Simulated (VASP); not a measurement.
# SnSe (I4mm) in VASP: settings compared, part 2 of 2

VASP 6.6.1. The steps go on from the part before.

### 3 Single point, PBE+D3(BJ)

Input file INCAR:

```
PREC = Accurate
ENCUT = 520
EDIFF = 1E-7
ISMEAR = 0
SIGMA = 0.05
LREAL = False
LASPH = True
NELM = 60
ALGO = Normal
ISIF = 2
LWAVE = False
LCHARG = True
GGA = PE
IVDW = 12
LELF = True
LVHAR = True
NBANDS = 17
```

Input file KPOINTS:

```
Automatic mesh
0
Gamma
  10 10 10
```

Input file POSCAR:

```
SnSe
1.0
    0.0000000000      3.0869055000      3.1772055000
    3.1772055000      0.0000000000      3.1772055000
    3.1772055000      3.0869055000      0.0000000000
Sn Se
1 1
Direct
   -0.0166112957      0.0166112957     -0.0166112957
    0.5166112957      0.4833887043      0.5166112957
```

Potentials or basis: VASP PAW PBE potentials, release 64 (Sn_d, Se).

On the command line:

```
cat potpaw_PBE.64/Sn_d/POTCAR potpaw_PBE.64/Se/POTCAR > POTCAR
mpirun -np 1 vasp_std > vasp.out
```

OUTCAR:

```text
PREC = Accurate
   ENCUT = 520
   EDIFF = 1E-7
   ISMEAR = 0
   LREAL = False
   LASPH = True
   NELM = 60
   ISIF = 2
   GGA = PE
   IVDW = 12
 IVDW          = 12

 ion  position               nearest neighbor table
   1  0.983  0.017  0.983-   2 2.88   2 3.18   2 3.18   2 3.18   2 3.18
   2  0.517  0.483  0.517-   1 2.88   1 3.18   1 3.18   1 3.18   1 3.18

  LATTYP: Found a body centered tetragonal cell.
 ALAT       =     4.4932471085
 C/A-ratio  =     1.3740199127

  Lattice vectors:

 A1 = (   0.0000000000,  -3.0869055000,   3.1772055000)
 A2 = (   0.0000000000,  -3.0869055000,  -3.1772055000)
 A3 = (   3.1772055000,   3.0869055000,   0.0000000000)

Analysis of symmetry for initial positions (statically):
=====================================================================
 Subroutine PRICEL returns:
 Original cell was already a primitive cell.

 Routine SETGRP: Setting up the symmetry group for a
 body centered tetragonal supercell.

 Subroutine GETGRP returns: Found  8 space group operations
 (whereof  8 operations were pure point group operations)
 out of a pool of 16 trial point group operations.

The static configuration has the point symmetry C_4v.

Analysis of symmetry for dynamics (positions and initial velocities):
=====================================================================
 Subroutine PRICEL returns:
 Original cell was already a primitive cell.

 Routine SETGRP: Setting up the symmetry group for a
 body centered tetragonal supercell.

 Subroutine GETGRP returns: Found  8 space group operations
 (whereof  8 operations were pure point group operations)
 out of a pool of 16 trial point group operations.

The dynamic configuration has the point symmetry C_4v.

 Subroutine INISYM returns: Found  8 space group operations
 (whereof  8 operations are pure point group operations),
 and found     1 'primitive' translations

----------------------------------------------------------------------------------------

                                     Primitive cell

  volume of cell :      62.3224
[... 110 lines left out ...]
  volume/ion in A,a.u.               =      31.16       210.29
  Fermi-wavevector in a.u.,A,eV,Ry     =   1.120823  2.118047 17.092225  1.256243
  Thomas-Fermi vector in A             =   2.257472
   LORBIT       =      0    0 simple, 1 ext, 2 COOP (PROOUT), +10 PAW based schemes
   GGA     = PE    functional components
   LHFCALC =     F    Hartree Fock is set to
   AEXX    =    0.0000 exact exchange contribution
   IVDW    =    12    specifies the selected vdW correction
   LEPSILON=     F    determine dielectric tensor
   LRPA    =     F    only Hartree local field effects (RPA)
 non-spin polarized calculation
 Gauss-broadening in eV      SIGMA  =   0.05
  energy-cutoff  :      520.00
  volume of cell :       62.32
 maximum number of plane-waves:      1703
 NGX is ok and might be reduce to    36
   NGX = 17   NGY = 17   NGZ = 17

 number of electron      19.9999998 magnetization

 Free energy of the ion-electron system (eV)
  ---------------------------------------------------
  ext. energy  EPLUGINS =         0.00000000
  ---------------------------------------------------
  free energy    TOTEN  =        -8.12566729 eV

  energy without entropy =       -8.12566729  energy(sigma->0) =       -8.12566729

 E-fermi :   4.3409     XC(G=0):  -8.9906

 val. band max:        4.0924315682   @ k =   0.5000   0.0000  -0.0000
 cond. band min:       4.5716720416   @ k =   0.5000   0.0000  -0.0000
 fundamental gap:      0.4792404734
 Fermi energy:         4.3408706480

 k-point     1 :       0.0000    0.0000    0.0000
  band No.  band energies     occupation
      1     -17.4472      2.00000
      2     -17.4412      2.00000
      3     -17.4231      2.00000
      4     -17.4231      2.00000
      5     -17.4130      2.00000
      6      -8.8876      2.00000
[... 457 lines left out ...]
      4     -17.4151      2.00000
      5     -17.4132      2.00000
      6      -8.2447      2.00000
[... 9 lines left out ...]
     16      14.1973      0.00000
     17      15.0970      0.00000

 [... further k-points ...]

------------------------ aborting loop because EDIFF is reached ----------------------------------------

 Edisp (eV)   -0.67208

 E8    (eV) :    -0.3044

  FORCE on cell =-STRESS in cart. coord.  units (eV):
  Direction    XX          YY          ZZ          XY          YZ          ZX
  --------------------------------------------------------------------------------------
  -------------------------------------------------------------------------------------
  Total      -1.79086    -0.89398    -1.79086     0.00000     0.00000     0.00000
  in kB     -46.03919   -22.98247   -46.03919     0.00000     0.00000     0.00000
  external pressure =      -38.35 kB  Pullay stress =        0.00 kB

 VOLUME and BASIS-vectors are now :
 -----------------------------------------------------------------------------
  energy-cutoff  :      520.00
  volume of cell :       62.32
      direct lattice vectors                 reciprocal lattice vectors
     0.000000000  3.086905500  3.177205500    -0.157370998  0.161974508  0.157370998
     3.177205500  0.000000000  3.177205500     0.157370998 -0.161974508  0.157370998
     3.177205500  3.086905500  0.000000000     0.157370998  0.161974508 -0.157370998

 POSITION                                       TOTAL-FORCE (eV/Angst)
 -----------------------------------------------------------------------------------
      3.17721      6.07126      3.17721         0.000000     -0.106291      0.000000
      3.17721      3.18946      3.17721         0.000000      0.106291      0.000000
 -----------------------------------------------------------------------------------
    total drift:                               -0.000000     -0.000241     -0.000000

  FREE ENERGIE OF THE ION-ELECTRON SYSTEM (eV)
  ---------------------------------------------------
  free  energy   TOTEN  =        -8.7977447548 eV

  energy  without entropy=       -8.7977447548  energy(sigma->0) =       -8.79774475
```

OSZICAR:

```text
N       E                     dE             d eps       ncg     rms          rms(c)
DAV:   1     0.131984606091E+03    0.13198E+03   -0.96449E+03  3477   0.138E+03
DAV:   2     0.482261913829E+01   -0.12716E+03   -0.12318E+03  3733   0.335E+02
DAV:   3    -0.804777144041E+01   -0.12870E+02   -0.12780E+02  4276   0.951E+01
DAV:   4    -0.838789358269E+01   -0.34012E+00   -0.33979E+00  4147   0.165E+01
DAV:   5    -0.839800394019E+01   -0.10110E-01   -0.10110E-01  5197   0.278E+00    0.275E+00
DAV:   6    -0.812228515954E+01    0.27572E+00   -0.76582E-01  4688   0.449E+00    0.153E+00
DAV:   7    -0.812313129779E+01   -0.84614E-03   -0.10078E-01  3871   0.140E+00    0.853E-01
DAV:   8    -0.812577322838E+01   -0.26419E-02   -0.11549E-02  4174   0.874E-01    0.128E-01
DAV:   9    -0.812553182923E+01    0.24140E-03   -0.21645E-03  4659   0.305E-01    0.731E-02
DAV:  10    -0.812565287413E+01   -0.12104E-03   -0.28602E-04  4057   0.895E-02    0.162E-02
DAV:  11    -0.812566644111E+01   -0.13567E-04   -0.19159E-05  4505   0.318E-02    0.476E-03
DAV:  12    -0.812566709235E+01   -0.65125E-06   -0.18294E-06  4370   0.116E-02    0.140E-03
DAV:  13    -0.812566727548E+01   -0.18313E-06   -0.36058E-07  4174   0.335E-03    0.740E-04
DAV:  14    -0.812566728720E+01   -0.11720E-07   -0.63018E-08  3285   0.159E-03
   1 F= -.87977448E+01 E0= -.87977448E+01  d E =-.650366E-13
```

stdout:

```text
POSCAR found type information on POSCAR SnSe
 POSCAR found :  2 types and       2 ions
 scaLAPACK will be used
 LDA part: xc-table for (Slater+PW92), standard interpolation
 POSCAR, INCAR and KPOINTS ok, starting setup
 FFT: planning ... GRIDC
 FFT: planning ... GRID_SOFT
 FFT: planning ... GRID
 WAVECAR not read
 entering main loop
```

Run time: 40 s. Hardware: 1 thread of Intel Xeon 6975P-C (Granite Rapids), shared host; peak memory 0.28 GiB.

What came out:

```
Free energy                : -8.7977 eV
Pressure                   : -3.8 GPa
Largest force              : 0.106 eV/Å
Band gap on the k mesh     : 0.48 eV, direct
Dispersion energy per atom : -0.336 eV
```

Forces in eV/Å, atoms in the order of the input:
```
Sn   0.000 -0.106  0.000
Se   0.000  0.106  0.000
```

Levels at points of the mesh, in eV from the valence-band top:
```
           k point  band 8  band 9  band 10  band 11  band 12  band 13
(0.00, 0.00, 0.00)   -1.98   -1.61    -1.61     3.56     3.56     4.45
(0.50, 0.00, 0.00)   -1.63   -1.54     0.00     0.48     1.39     1.71
(0.50, 0.50, 0.00)   -4.47   -3.05    -2.73     3.14     4.94     5.15
(0.50, 0.00, 0.50)   -4.28   -2.97    -2.97     3.51     4.68     4.68
```

Caveat: spin-orbit coupling is left out, which moves the levels of the heavy elements. A k mesh can miss the band edges.

### 4 Single point, PBE (one atom moved)

Input file INCAR:

```
SYSTEM = SnSe
  PREC = Accurate
  ENCUT = 520
  EDIFF = 1E-6
  ISMEAR = 0
  SIGMA = 0.05
  LREAL = .False.
  LASPH = .True.
  NELM = 100
  ALGO = Normal
  ISIF = 2
  LWAVE = .False.
  LCHARG = .False.
  GGA = PE
  NBANDS = 17
```

Input file KPOINTS:

```
Automatic mesh
0
Gamma
  10 10 10
  0 0 0
```

Input file POSCAR:

```
SnSe
1.0
    0.0000000000      3.0100000000      3.0100000000
    3.0100000000      0.0000000000      3.0100000000
    3.0100000000      3.0100000000      0.0000000000
Sn Se
1 1
Direct
    0.0249169435      0.0249169435     -0.0249169435
    0.5000000000      0.5000000000      0.5000000000
```

On the command line:

```
cat potpaw_PBE.64/Sn_d/POTCAR potpaw_PBE.64/Se/POTCAR > POTCAR
mpirun -np 1 vasp_std > vasp.out
```

Wall time 28 s (1 thread of Intel Xeon Platinum 8559C (Emerald Rapids), shared host); peak memory 0.23 GiB.

It converged, with:

| Property | Result |
| --- | --- |
| Free energy | -8.2103 eV |
| Pressure | 1.4 GPa |
| Largest force | 0.063 eV/Å |
| Band gap on the k mesh | 0.57 eV, indirect (least direct gap 0.66 eV) |

Forces on the atoms (eV/Å):
```
Sn   0.000  0.000 -0.063
Se   0.000  0.000  0.063
```

Stress tensor (GPa, compression positive):
```
1.15 0.00 0.00
0.00 1.15 0.00
0.00 0.00 1.81
```

Levels at points of the mesh, in eV from the valence-band top:
```
           k point  band 6  band 7  band 8  band 9  band 10  band 11  band 12  band 13  band 14  band 15
(0.00, 0.00, 0.00)  -13.84   -5.00   -2.19   -2.12    -2.12     4.19     4.19     4.42     5.93     6.09
(0.50, 0.00, 0.00)  -12.91   -7.99   -1.99   -1.91     0.00     0.69     1.32     1.43     8.25    10.22
(0.50, 0.50, 0.00)  -12.62   -6.29   -5.08   -3.59    -3.59     3.08     5.41     5.41     6.07    10.50
(0.00, 0.50, 0.50)  -12.64   -5.97   -5.42   -3.57    -3.56     2.91     5.48     5.56     6.02    10.49
```

Caveat: the cell differs from its parent crystal (one atom moved); spin-orbit coupling is left out, which moves the levels of the heavy elements.

### 5 The runs side by side

```tsv
level	cell	gap on the mesh (eV)	pressure (GPa)	largest force (eV/Å)
PBE	a = 4.430, b = 4.493 Å, angles 59.5, 60.9, 59.5°, 2 atoms	0.48	-3.7	0.07
PBE+D3(BJ)	a = 4.430, b = 4.493 Å, angles 59.5, 60.9, 59.5°, 2 atoms	0.48	-3.8	0.11
PBE	a = 4.257 Å, angles 60.0°, 2 atoms	0.57	1.4	0.06
```

Alike in all rows: task single point; potentials or basis VASP PAW PBE potentials, release 64 (Sn_d, Se); no spin polarisation; k mesh 10 × 10 × 10; cutoff (eV) 520; smearing gaussian 0.05 eV.

Caveats: spin-orbit coupling is left out, which moves the levels of the heavy elements.

Total energies depend on the potentials used, so only differences within one code and one set of settings carry meaning.
